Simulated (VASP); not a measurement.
Set up this calculation in VASP 6.6.1, as the native input.

```yaml
Task: single point
Functional: PBE
Potentials_or_basis: VASP PAW PBE potentials, release 64 (In_d, Ga_d, As)
Cutoff: 520 eV
k_mesh: 8 × 8 × 6
Occupations: gaussian, width 0.1 eV
Spin: no spin polarisation
Dipole_correction: no
Further_INCAR_settings: ALGO = Fast; EDIFF = 1e-06; NBANDS = 40
```

The structure of InGa3As2 lies in POSCAR:

```
InGa3As2
1.0
    5.0468734220      0.0000000000      0.0000000000
    0.0000000000      5.0468734220      0.0000000000
    0.0000000000      0.0000000000      8.0302829409
In Ga As
1 3 2
Direct
    0.5000000000      0.5000000000      0.0000000000
    0.0000000000      0.5000000000      0.5000000000
    0.5000000000      0.0000000000      0.5000000000
    0.0000000000      0.0000000000      0.5000000000
    0.5000000000      0.5000000000      0.3199876003
    0.5000000000      0.5000000000      0.6800123997
```

The cell was built from a structure type or drawn by symmetry, and may not be a known phase.

These files were run (other wordings do the same):

INCAR

```
SYSTEM = InGa3As2
PREC = Accurate ; ENCUT = 520
EDIFF = 1E-6 ; ISMEAR = 0
SIGMA = 0.1 ; LREAL = .False.
LASPH = .True. ; NELM = 60
ALGO = Fast ; ISIF = 2
LWAVE = .False. ; LCHARG = .False.
GGA = PE ; NBANDS = 40
```

KPOINTS

```
Automatic mesh
0
Gamma
  8 8 6
  0 0 0
```

Potentials or basis: VASP PAW PBE potentials, release 64 (In_d, Ga_d, As).

The run is started by

```bash
$ cat potpaw_PBE.64/In_d/POTCAR potpaw_PBE.64/Ga_d/POTCAR potpaw_PBE.64/As/POTCAR > POTCAR
$ mpirun -np 1 vasp_std > vasp.out
```

It gave:

```
Pressure               : 0.1 GPa
Band gap on the k mesh : zero (bands 31 and 32 overlap by 1.51 eV)
```

Caveat: spin-orbit coupling is left out, which moves the levels of the heavy elements.

Run time: 5.9 min on 1 thread of Intel(R) Xeon(R) 6975P-C (Granite Rapids), with other jobs on the host, peak memory 0.59 GiB.
